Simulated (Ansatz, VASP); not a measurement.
# One calculation of NaCl, two programs

POSCAR

```
NaCl
1.0
    0.0000000000      2.7940632177      2.7940632177
    2.7940632177      0.0000000000      2.7940632177
    2.7940632177      2.7940632177      0.0000000000
Cl Na
1 1
Direct
    0.5000000000      0.5000000000      0.5000000000
    0.0000000000      0.0000000000      0.0000000000
```

The input INCAR.step1:

```
  PREC = Accurate
  ENCUT = 520
  EDIFF = 1E-5
  ISMEAR = -1
  SIGMA = 0.05
  LREAL = F
  LASPH = T
  NELM = 60
  ALGO = Normal
  ISIF = 2
  LWAVE = T
  LCHARG = F
  NBANDS = 14
  GGA = PE
```

INCAR.step2

```
  PREC = Accurate
  ENCUT = 520
  EDIFF = 1E-6
  ISMEAR = -1
  SIGMA = 0.05
  LREAL = F
  LASPH = T
  NELM = 60
  ALGO = Normal
  ISIF = 2
  LWAVE = F
  LCHARG = F
  GGA = PE
  LHFCALC = T
  AEXX = 1.0
  ALDAC = 0.0
  AGGAC = 0.0
  PRECFOCK = Normal
  NBANDS = 14
  ISTART = 1
```

The input KPOINTS:

```
regular mesh
0
Gamma
  4 4 4
```

File input.yaml:

```yaml
crystal:
  lattice:
    - [0.0, 2.7940632177, 2.7940632177]
    - [2.7940632177, 0.0, 2.7940632177]
    - [2.7940632177, 2.7940632177, 0.0]
  atoms:
    - { symbol: Cl, position: [0.5, 0.5, 0.5] }
    - { symbol: Na, position: [0.0, 0.0, 0.0] }
hamiltonian:
  xc: hf
  pseudopotentials: { kind: paw }
kpoints:
  mp_grid: { grid: [4, 4, 4] }
  band_path:
    path:
      - [[0.0, 0.0, 0.0], [0.5, 0.0, 0.5], [0.5, 0.25, 0.75], [0.375, 0.375, 0.75], [0.0, 0.0, 0.0], [0.5, 0.5, 0.5], [0.625, 0.25, 0.625], [0.5, 0.25, 0.75], [0.5, 0.5, 0.5], [0.375, 0.375, 0.75]]
      - [[0.625, 0.25, 0.625], [0.5, 0.0, 0.5]]
    npoints: 4
scf:
  occupations: { method: fermi_dirac, width: 0.05 }
  n_extra_bands: 6
output:
  forces: true
  stress: true
  eigenvalues: true
  fatbands: false
```

Alike in both runs: functional HF; k mesh 4 × 4 × 4; occupations fermi-dirac, width 0.05 eV; no spin polarisation.

|  | VASP | Ansatz |
| --- | --- | --- |
| version | VASP 6.6.1 | Ansatz 0.2.0 |
| potentials or method | VASP PAW PBE potentials, release 64 (Cl, Na_pv) | Ansatz PAW |
| plane-wave cutoff (eV) | 520 | 420 |
| valence electrons in the cell | 14 | 16 |
| task | single point | band structure |

|  | VASP | Ansatz | Ansatz less VASP |
| --- | --- | --- | --- |
| gap on the k mesh at the Fermi level (eV) | 13.95 | 13.92 | -0.031 |
| least direct gap on the mesh (eV) | 13.95 | 13.92 | -0.031 |
| pressure (GPa) | 2.7 | 2.8 | +0.13 |

VASP's potentials were made for PBE, not for HF. VASP's potentials hold 14 valence electrons a cell and Ansatz's 16, so a difference there can come from the potentials and not from the codes.

The k mesh is coarse, so the values compare programs but aren't converged.
